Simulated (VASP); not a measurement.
Si3F2: relaxation of cell and atoms with PBE

Si3F2:

```
CELL_PARAMETERS angstrom
1.60852 0.92868 7.45630
-1.60852 0.92868 7.45630
0.00000 -1.85736 7.45630
ATOMIC_POSITIONS crystal
Si 0.00000 0.00000 0.00000
Si 0.20950 0.20950 0.20950
Si 0.79050 0.79050 0.79050
F 0.40000 0.40000 0.40000
F 0.60000 0.60000 0.60000
```

```json
{
 "Program": "VASP 6.6.1",
 "Task": "relaxation of cell and atoms",
 "Functional": "PBE",
 "Potentials or basis": "VASP PAW PBE potentials, release 64 (Si, F)",
 "Cutoff": "600 eV",
 "k mesh": "6 × 6 × 6",
 "Occupations": "gaussian, width 0.1 eV",
 "Spin": "no spin polarisation",
 "Dipole correction": "no",
 "Further INCAR settings": "ALGO = Normal; EDIFF = 1e-06; IBRION = 2; EDIFFG = -0.04; NSW = 90; ISIF = 3"
}
```

```yaml
Relaxed_volume: 18.79 Å³/atom
Relaxed_cell: a = 8.038 Å, b = 8.038 Å, c = 8.038 Å, α = 26.93°, β = 26.93°, γ = 26.93°
Space_group_after_relaxing_to_0.1_Å: R-3m (No. 166)
Energy_gained_by_relaxing: 766.7 meV/atom
Ionic_steps: 36
Pressure_after_relaxing: 0.1 GPa
Largest_force_after_relaxing: 0.022 eV/Å
```

Forces on the atoms (eV/Å):
```
Si   0.000  0.000  0.000
Si   0.000  0.000 -0.007
Si   0.000  0.000  0.007
F    0.000  0.000 -0.022
F    0.000  0.000  0.022
```

Stress tensor (GPa, compression positive):
```
 0.21  0.00  0.00
 0.00  0.21  0.00
 0.00  0.00 -0.05
```

Step by step:
| step | energy change (eV) | largest force (eV/Å) | pressure (GPa) | volume (Å³) |
| --- | --- | --- | --- | --- |
| 1 | 0.0000 | 2.8456 | 16.64 | 66.83 |
| 2 | -1.2135 | 1.6416 | -3.32 | 81.14 |
| 3 | -1.2438 | 1.5440 | -5.55 | 84.28 |
| 4 | -1.7938 | 1.2894 | -3.53 | 81.41 |
| 5 | -2.0817 | 0.4189 | 3.53 | 77.68 |
| 6 | -2.0916 | 0.4250 | 1.74 | 78.38 |
| 7 | -2.0922 | 0.4192 | 2.11 | 78.23 |
| 8 | -2.1558 | 0.6085 | 1.22 | 80.63 |
| 9 | -2.3787 | 1.0767 | -0.73 | 88.10 |
| 10 | -2.6451 | 1.4265 | -3.30 | 104.38 |
| 11 | -2.7079 | 1.4457 | -4.91 | 112.43 |
| 12 | -2.6953 | 1.4500 | -4.00 | 108.39 |
| 13 | -2.7073 | 1.4472 | -4.07 | 108.85 |
| 14 | -2.7398 | 1.4318 | -4.34 | 110.23 |
| 15 | -2.7909 | 1.4035 | -4.82 | 113.02 |
| 16 | -2.8603 | 1.2499 | -5.92 | 118.75 |
| 17 | -2.9288 | 1.1940 | -5.55 | 118.23 |
| 18 | -3.1116 | 1.0390 | -4.44 | 116.64 |
| 19 | -3.3864 | 0.7362 | -2.27 | 113.47 |
| 20 | -3.6320 | 0.5709 | 1.82 | 107.11 |
| 21 | -3.6395 | 0.5831 | 2.49 | 106.03 |
| 22 | -3.7050 | 0.4369 | 0.60 | 107.28 |
| 23 | -3.7287 | 0.2908 | -1.47 | 108.72 |
| 24 | -3.7288 | 0.3017 | -1.31 | 108.60 |
| 25 | -3.7429 | 0.2950 | -1.07 | 107.64 |
| 26 | -3.7737 | 0.2688 | -0.41 | 104.78 |
| 27 | -3.7915 | 0.3050 | 0.84 | 99.09 |
| 28 | -3.8016 | 0.2567 | -0.53 | 98.82 |
| 29 | -3.8016 | 0.2611 | -0.45 | 98.83 |
| 30 | -3.8104 | 0.2338 | -0.25 | 97.95 |
| 31 | -3.8254 | 0.1517 | 0.34 | 95.34 |
| 32 | -3.8266 | 0.1217 | 0.56 | 94.41 |
| 33 | -3.8285 | 0.1768 | -0.78 | 94.91 |
| 34 | -3.8301 | 0.1444 | -0.25 | 94.70 |
| 35 | -3.8332 | 0.0576 | -0.04 | 94.22 |
| 36 | -3.8334 | 0.0217 | 0.12 | 93.93 |

Final structure:
```
Si F
1.0
     1.87147    1.08049    7.74170
    -1.87147    1.08049    7.74170
     0.00000   -2.16098    7.74170
Si F
3 2
Direct
  0.00000 0.00000 0.00000
  0.17920 0.17920 0.17920
  0.82080 0.82080 0.82080
  0.36600 0.36600 0.36600
  0.63400 0.63400 0.63400
```

Levels at points of the mesh, in eV from the Fermi level:
| k point | band 10 | band 11 | band 12 | band 13 | band 14 | band 15 | band 16 | band 17 |
| --- | --- | --- | --- | --- | --- | --- | --- | --- |
| (0.00, 0.00, 0.00) | -3.81 | -2.83 | -0.72 | -0.72 | 1.32 | 3.04 | 3.42 | 3.48 |
| (0.50, 0.00, 0.00) | -4.30 | -2.24 | -1.57 | -1.05 | 0.82 | 1.45 | 1.76 | 3.70 |
| (0.50, 0.50, 0.00) | -4.31 | -2.25 | -1.53 | -1.03 | 0.28 | 1.62 | 1.93 | 3.55 |
| (0.50, 0.50, 0.50) | -4.52 | -2.34 | -0.72 | -0.72 | 0.56 | 3.01 | 4.11 | 4.40 |

It took 38 min on 1 thread of Intel(R) Xeon(R) 6975P-C (Granite Rapids), on a shared host, peak memory 0.64 GiB.

Caveat: the k points lie up to 0.33 Å⁻¹ apart in the final cell; the volume moved by over 15 % at a fixed basis, so the end points are rough.
